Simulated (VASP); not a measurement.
# Hf3Be (I4/mmm) in VASP: settings compared

Aim: see how the results for Hf3Be move with the level of theory and the settings. Levels: revPBE, r2SCAN. Tasks: single point.

All numbers are computed with VASP 6.6.1; they aren't measurements. Logs are shortened: lines on timing, memory, paths and dates and some standing lists are left out, and cuts for length are marked.

## 1. The cell of the first run

It takes space group I4/mmm (No. 139, tetragonal). The conventional cell has a = 4.184 Å, b = 4.184 Å, c = 8.706 Å, α = 90.00°, β = 90.00°, γ = 90.00°. Within 3.9 Å of Hf (site symmetry 4/mmm) lie 4 Be at 2.96 Å and 8 Hf at 3.02 Å. Hf (site symmetry -4m2) has 8 Hf at 2.96 to 3.02 Å and 4 Be at 3.02 Å within 3.9 Å. Be (site symmetry 4/mmm) has 12 Hf at 2.96 to 3.02 Å within 3.9 Å.

## 2. Single point, revPBE

INCAR reads:

```
SYSTEM = Hf3Be
  ALGO = Normal
  EDIFF = 1E-7
  ENCUT = 520
  GGA = RE
  ISIF = 2
  ISMEAR = -1
  LASPH = .True.
  LCHARG = .False.
  LREAL = .False.
  LWAVE = .False.
  NBANDS = 24
  NELM = 80
  PREC = Accurate
  SIGMA = 0.05
```

KPOINTS reads:

```
k-points
0
Gamma
  5 5 5
  0 0 0
```

POSCAR reads:

```
Hf3Be
1.0
   -2.0920000000      2.0920000000      4.3530460000
    2.0920000000     -2.0920000000      4.3530460000
    2.0920000000      2.0920000000     -4.3530460000
Hf Be
3 1
Direct
    0.5000000000      0.5000000000      0.0000000000
    0.2500000000      0.7500000000      0.5000000000
    0.7500000000      0.2500000000      0.5000000000
    0.0000000000      0.0000000000      0.0000000000
```

Potentials or basis: VASP PAW PBE potentials, release 64 (Hf_pv, Be).

The run is started by

```console
$ cat potpaw_PBE.64/Hf_pv/POTCAR potpaw_PBE.64/Be/POTCAR > POTCAR
$ mpirun -np 1 vasp_std > vasp.out
```

OUTCAR:

```text
SYSTEM = Hf3Be
   EDIFF = 1E-7
   ENCUT = 520
   GGA = RE
   ISIF = 2
   ISMEAR = -1
   LASPH = .True.
   LREAL = .False.
   NELM = 80
   PREC = Accurate

 ion  position               nearest neighbor table
   1  0.500  0.500  0.000-   4 2.96   4 2.96   4 2.96   4 2.96   2 3.02   2 3.02   3 3.02   3 3.02
                             3 3.02   2 3.02   3 3.02   2 3.02
   2  0.250  0.750  0.500-   3 2.96   3 2.96   3 2.96   3 2.96   4 3.02   4 3.02   1 3.02   1 3.02
                             4 3.02   1 3.02   4 3.02   1 3.02
   3  0.750  0.250  0.500-   2 2.96   2 2.96   2 2.96   2 2.96   1 3.02   1 3.02   4 3.02   4 3.02
                             4 3.02   1 3.02   4 3.02   1 3.02
   4  0.000  0.000  0.000-   1 2.96   1 2.96   1 2.96   1 2.96   3 3.02   3 3.02   2 3.02   2 3.02
                             3 3.02   2 3.02   3 3.02   2 3.02

  LATTYP: Found a body centered tetragonal cell.
 ALAT       =     4.1840000000
 C/A-ratio  =     2.0808059273

  Lattice vectors:

 A1 = (  -2.0920000000,   2.0920000000,   4.3530460000)
 A2 = (   2.0920000000,  -2.0920000000,   4.3530460000)
 A3 = (   2.0920000000,   2.0920000000,  -4.3530460000)

Analysis of symmetry for initial positions (statically):
=====================================================================
 Subroutine PRICEL returns:
 Original cell was already a primitive cell.

 Routine SETGRP: Setting up the symmetry group for a
 body centered tetragonal supercell.

 Subroutine GETGRP returns: Found 16 space group operations
 (whereof 16 operations were pure point group operations)
 out of a pool of 16 trial point group operations.

The static configuration has the point symmetry D_4h.

Analysis of symmetry for dynamics (positions and initial velocities):
=====================================================================
 Subroutine PRICEL returns:
 Original cell was already a primitive cell.

 Routine SETGRP: Setting up the symmetry group for a
 body centered tetragonal supercell.

 Subroutine GETGRP returns: Found 16 space group operations
 (whereof 16 operations were pure point group operations)
 out of a pool of 16 trial point group operations.

The dynamic configuration has the point symmetry D_4h.

 Subroutine INISYM returns: Found 16 space group operations
 (whereof 16 operations are pure point group operations),
 and found     1 'primitive' translations

----------------------------------------------------------------------------------------

                                     Primitive cell

  volume of cell :      76.2038

  direct lattice vectors                    reciprocal lattice vectors
    -2.092000000  2.092000000  4.353046000     0.000000000  0.239005736  0.114862099
     2.092000000 -2.092000000  4.353046000     0.239005736  0.000000000  0.114862099
     2.092000000  2.092000000 -4.353046000     0.239005736  0.239005736  0.000000000

  length of vectors
     5.263263007  5.263263007  5.263263007     0.265173610  0.265173610  0.338005154

  position of ions in fractional coordinates (direct lattice)
     0.500000000  0.500000000  0.000000000
     0.250000000  0.750000000  0.500000000
     0.750000000  0.250000000  0.500000000
     0.000000000  0.000000000  0.000000000

  ion indices of the primitive-cell ions
   primitive index   ion index
                 1           1
                 2           2
                 3           3
                 4           4

----------------------------------------------------------------------------------------

 KPOINTS: k-points

Automatic generation of k-mesh.
 Grid dimensions read from file:
 generate k-points for:    5    5    5

 Generating k-lattice:

  Cartesian coordinates                     Fractional coordinates (reciprocal lattice)
     0.000000000  0.047801147  0.022972420     0.200000000  0.000000000 -0.000000000
     0.047801147  0.000000000  0.022972420     0.000000000  0.200000000 -0.000000000
     0.047801147  0.047801147  0.000000000     0.000000000  0.000000000  0.200000000

  Length of vectors
     0.053034722  0.053034722  0.067601031

  Shift w.r.t. Gamma in fractional coordinates (k-lattice)
     0.000000000  0.000000000  0.000000000

 Subroutine IBZKPT returns following result:
 ===========================================

 Found     18 irreducible k-points:

 Following reciprocal coordinates:
            Coordinates               Weight
  0.000000  0.000000  0.000000      1.000000
  0.200000 -0.000000  0.000000      8.000000
  0.400000 -0.000000  0.000000      8.000000
  0.200000  0.200000  0.000000      8.000000
  0.400000  0.200000  0.000000     16.000000
 -0.400000  0.200000 -0.000000     16.000000
[... 10 lines left out ...]
 -0.400000  0.400000  0.400000      4.000000
 -0.400000 -0.400000  0.400000      2.000000
   k-points           NKPTS =     18   k-points in BZ     NKDIM =     18   number of bands    NBANDS=     24
   number of dos      NEDOS =    301   number of ions     NIONS =      4
   total plane-waves  NPLWV =  64000
   dimension x,y,z NGX =    40 NGY =   40 NGZ =   40
   dimension x,y,z NGXF=    80 NGYF=   80 NGZF=   80
   ions per type =               3   1
   NGX,Y,Z   is equivalent  to a cutoff of  12.63, 12.63, 12.63 a.u.
   NGXF,Y,Z  is equivalent  to a cutoff of  25.27, 25.27, 25.27 a.u.
 SYSTEM =  Hf3Be
   PREC   = accura    normal or accurate (medium, high low for compatibility)
   ISTART =      0    job   : 0-new  1-cont  2-samecut
   ICHARG =      2    charge: 1-file 2-atom 10-const
   ISPIN  =      1    spin polarized calculation?
   LNONCOLLINEAR =      F non collinear calculations
   LSORBIT =      F    spin-orbit coupling
   LASPH  =      T    aspherical Exc in radial PAW
   ENCUT  =  520.0 eV  38.22 Ry    6.18 a.u.   9.79  9.79  9.79*2*pi/ulx,y,z
   NELM   =     80;   NELMIN=  2; NELMDL= -5     # of ELM steps
   EDIFF  = 0.1E-06   stopping-criterion for ELM
   LREAL  =      F    real-space projection
   EDIFFG = 0.1E-05   stopping-criterion for IOM
   NSW    =      0    number of steps for IOM
   IBRION =     -1    ionic relax: 0-MD 1-quasi-New 2-CG
   NFREE  =      0    steps in history (QN), initial steepest desc. (CG)
   ISIF   =      2    stress and relaxation
   ISYM   =      2    0-nonsym 1-usesym 2-fastsym
   POTIM  = 0.5000    time-step for ionic-motion
   TEBEG  =    0.0;   TEEND  =   0.0 temperature during run
   PSTRESS=    0.0 pullay stress
   NELECT =      32.0000    total number of electrons
   NUPDOWN=      -1.0000    fix difference up-down
   EMIN   =  10.00;   EMAX   =-10.00  energy-range for DOS
   EFERMI =   0.00;   METHOD = LEGACY
   ISMEAR =    -1;   SIGMA  =   0.05  broadening in eV -4-tet -1-fermi 0-gaus
   EFERMI_NEDOS =   21; number of points for ismear=-14 and -15
   IALGO  =     38    algorithm
   IMIX   =      4    mixing-type and parameters
     AMIX     =   0.40;   BMIX     =  1.00
     AMIX_MAG =   1.60;   BMIX_MAG =  1.00
  volume/ion in A,a.u.               =      19.05       128.56
  Fermi-wavevector in a.u.,A,eV,Ry     =   1.225931  2.316673 20.448282  1.502906
  Thomas-Fermi vector in A             =   2.360950
   LORBIT       =      0    0 simple, 1 ext, 2 COOP (PROOUT), +10 PAW based schemes
   GGA     = RE    functional components
   LHFCALC =     F    Hartree Fock is set to
   AEXX    =    0.0000 exact exchange contribution
   IVDW    =     0    specifies the selected vdW correction
   LEPSILON=     F    determine dielectric tensor
   LRPA    =     F    only Hartree local field effects (RPA)
 non-spin polarized calculation
  energy-cutoff  :      520.00
  volume of cell :       76.20
 maximum number of plane-waves:      2062
   NGX = 19   NGY = 19   NGZ = 19

 number of electron      31.9999998 magnetization

 Free energy of the ion-electron system (eV)
  ---------------------------------------------------
  ext. energy  EPLUGINS =         0.00000000
  ---------------------------------------------------
  free energy    TOTEN  =       -31.89627097 eV

  energy without entropy =      -31.88093597  energy(sigma->0) =      -31.88860347

 E-fermi :   4.6161     XC(G=0): -11.0920

 val. band max:        4.5729029929   @ k =   0.4000   0.4000   0.0000
 cond. band min:       4.6326313185   @ k =  -0.2000   0.2000   0.2000
 fundamental gap:      0.0597283255
 Fermi energy:         4.6160993213

 k-point     1 :       0.0000    0.0000    0.0000
  band No.  band energies     occupation
      1     -25.9570      2.00000
      2     -25.8182      2.00000
      3     -25.8182      2.00000
      4     -25.5689      2.00000
      5     -25.5689      2.00000
      6     -25.4197      2.00000
[... 16 lines left out ...]
     23       9.3938      0.00000
     24       9.3938      0.00000

 k-point     2 :       0.2000   -0.0000    0.0000
  band No.  band energies     occupation
      1     -25.9439      2.00000
      2     -25.7785      2.00000
      3     -25.7683      2.00000
      4     -25.6124      2.00000
      5     -25.5540      2.00000
      6     -25.3462      2.00000
[... 16 lines left out ...]
     23       8.9269      0.00000
     24       9.5643      0.00000

 k-point     3 :       0.4000   -0.0000    0.0000
  band No.  band energies     occupation
      1     -25.8739      2.00000
      2     -25.7545      2.00000
      3     -25.7075      2.00000
      4     -25.5285      2.00000
      5     -25.5010      2.00000
      6     -25.4362      2.00000
[... 16 lines left out ...]
     23       8.4145      0.00000
     24       8.4374      0.00000

 k-point     4 :       0.2000    0.2000    0.0000
  band No.  band energies     occupation
      1     -25.9679      2.00000
      2     -25.8273      2.00000
      3     -25.7289      2.00000
      4     -25.5265      2.00000
      5     -25.4792      2.00000
      6     -25.4041      2.00000
[... 16 lines left out ...]
     23       9.1462      0.00000
     24       9.5977      0.00000

 k-point     5 :       0.4000    0.2000    0.0000
  band No.  band energies     occupation
      1     -25.9419      2.00000
      2     -25.8589      2.00000
      3     -25.7289      2.00000
      4     -25.6307      2.00000
      5     -25.4189      2.00000
      6     -25.3558      2.00000
[... 16 lines left out ...]
     23       8.5474      0.00000
     24       9.5458      0.00000

 k-point     6 :      -0.4000    0.2000   -0.0000
  band No.  band energies     occupation
      1     -25.9960      2.00000
      2     -25.7963      2.00000
      3     -25.7402      2.00000
      4     -25.6029      2.00000
      5     -25.4822      2.00000
      6     -25.3512      2.00000
[... 16 lines left out ...]
     23       8.6240      0.00000
     24       8.8674      0.00000
[... 217 lines left out ...]
 k-point    15 :      -0.2000   -0.4000    0.2000
  band No.  band energies     occupation
      1     -25.8697      2.00000
      2     -25.8629      2.00000
      3     -25.8124      2.00000
      4     -25.4810      2.00000
      5     -25.4367      2.00000
      6     -25.3697      2.00000
[... 16 lines left out ...]
     23       9.3843      0.00000
     24       9.7472      0.00000

 k-point    16 :      -0.2000   -0.2000    0.2000
  band No.  band energies     occupation
      1     -25.8824      2.00000
      2     -25.8782      2.00000
      3     -25.8782      2.00000
      4     -25.4933      2.00000
      5     -25.4933      2.00000
      6     -25.4147      2.00000
[... 16 lines left out ...]
     23       8.4423      0.00000
     24       9.4944      0.00000

 k-point    17 :      -0.4000    0.4000    0.4000
  band No.  band energies     occupation
      1     -25.9029      2.00000
      2     -25.8985      2.00000
      3     -25.6401      2.00000
      4     -25.5520      2.00000
      5     -25.4125      2.00000
      6     -25.3698      2.00000
[... 16 lines left out ...]
     23       9.0034      0.00000
     24       9.5696      0.00000

 k-point    18 :      -0.4000   -0.4000    0.4000
  band No.  band energies     occupation
      1     -25.9440      2.00000
      2     -25.9440      2.00000
      3     -25.6881      2.00000
      4     -25.4066      2.00000
      5     -25.3949      2.00000
      6     -25.3949      2.00000
[... 16 lines left out ...]
     23       8.4999      0.00000
     24      11.0777      0.00000

------------------------ aborting loop because EDIFF is reached ----------------------------------------

  FORCE on cell =-STRESS in cart. coord.  units (eV):
  Direction    XX          YY          ZZ          XY          YZ          ZX
  --------------------------------------------------------------------------------------
  -------------------------------------------------------------------------------------
  Total        0.6470646      0.6470646      1.0244262      0.0000000     -0.0000000      0.0000000
  in kB       13.6044695     13.6044695     21.5384599      0.0000000     -0.0000000      0.0000000
  external PRESSURE =      16.2491329 kB  Pullay stress =       0.0000000 kB

 VOLUME and BASIS-vectors are now :
 -----------------------------------------------------------------------------
  energy-cutoff  :      520.00
  volume of cell :       76.20
      direct lattice vectors                 reciprocal lattice vectors
    -2.092000000  2.092000000  4.353046000     0.000000000  0.239005736  0.114862099
     2.092000000 -2.092000000  4.353046000     0.239005736  0.000000000  0.114862099
     2.092000000  2.092000000 -4.353046000     0.239005736  0.239005736  0.000000000

 POSITION                                       TOTAL-FORCE (eV/Angst)
 -----------------------------------------------------------------------------------
      0.00000      0.00000      4.35305        -0.000000      0.000000      0.000000
      2.09200      0.00000      2.17652        -0.000000      0.000000     -0.000000
      0.00000      2.09200      2.17652         0.000000     -0.000000     -0.000000
      0.00000      0.00000      0.00000        -0.000000      0.000000      0.000000
 -----------------------------------------------------------------------------------
    total drift:                                0.000000     -0.000000      0.000000

  FREE ENERGIE OF THE ION-ELECTRON SYSTEM (eV)
  ---------------------------------------------------
  free  energy   TOTEN  =       -31.8962709713 eV

  energy  without entropy=      -31.8809359736  energy(sigma->0) =      -31.88860347
```

Run time: 2.2 min. Hardware: 1 thread of AMD EPYC 7R13, shared host; peak memory 0.21 GiB.

Results:

| Item | Value |
| --- | --- |
| Free energy | -31.8963 eV |
| Pressure | 1.6 GPa |
| Band gap on the k mesh | zero (band 16 reaches 4.78 eV, above the bottom of band 17 at 4.56 eV) |

Caveat: the k points lie up to 0.42 Å⁻¹ apart; the PAW data sets were made with another functional, which shifts forces and pressure a little; spin-orbit coupling is left out, which moves the levels of the heavy elements.

(Part 1 of 2 ends here.)
